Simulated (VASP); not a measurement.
A run of VASP 6.6.1:

INCAR

```
PREC = Accurate ; ENCUT = 600
EDIFF = 1E-6 ; ISMEAR = 0
SIGMA = 0.05 ; LREAL = F
LASPH = T ; NELM = 200
ALGO = Normal ; ISIF = 2
LWAVE = F ; LCHARG = F
ISPIN = 2 ; MAGMOM = 2.96 0.39
LORBIT = 11 ; NUPDOWN = 3.3
LMAXMIX = 4 ; LDAU = T
LDAUTYPE = 1 ; LDAUL = 2 -1
LDAUU = 4 0 ; LDAUJ = 0.5 0
LDAUPRINT = 1 ; GGA = PS
NBANDS = 22 ; GGA_COMPAT = F
```

File KPOINTS:

```
Automatic mesh
0
Gamma
  9 9 9
```

POSCAR

```
CoO
1.0
   -1.5080004400      1.5080004400      2.1072503600
    1.5080004400     -1.5080004400      2.1072503600
    1.5080004400      1.5080004400     -2.1072503600
Co O
1 1
Direct
    0.0000000000      0.0000000000      0.0000000000
    0.5000000000      0.5000000000      0.0000000000
```

Potentials or basis: VASP PAW PBE potentials, release 64 (Co_sv, O).

The run is started by

```console
$ cat potpaw_PBE.64/Co_sv/POTCAR potpaw_PBE.64/O/POTCAR > POTCAR
$ mpirun -np 1 vasp_std > vasp.out
```

Hardware: 1 thread of Intel(R) Xeon(R) Platinum 8375C CPU @ 2.90GHz (Ice Lake) (shared host).

Q: How long does it take, and how much memory?

A: Run time: 40 s on 1 thread of Intel(R) Xeon(R) Platinum 8375C CPU @ 2.90GHz (Ice Lake), on a shared host, peak memory 0.19 GiB. Counts: scf iterations 17, k points 75.
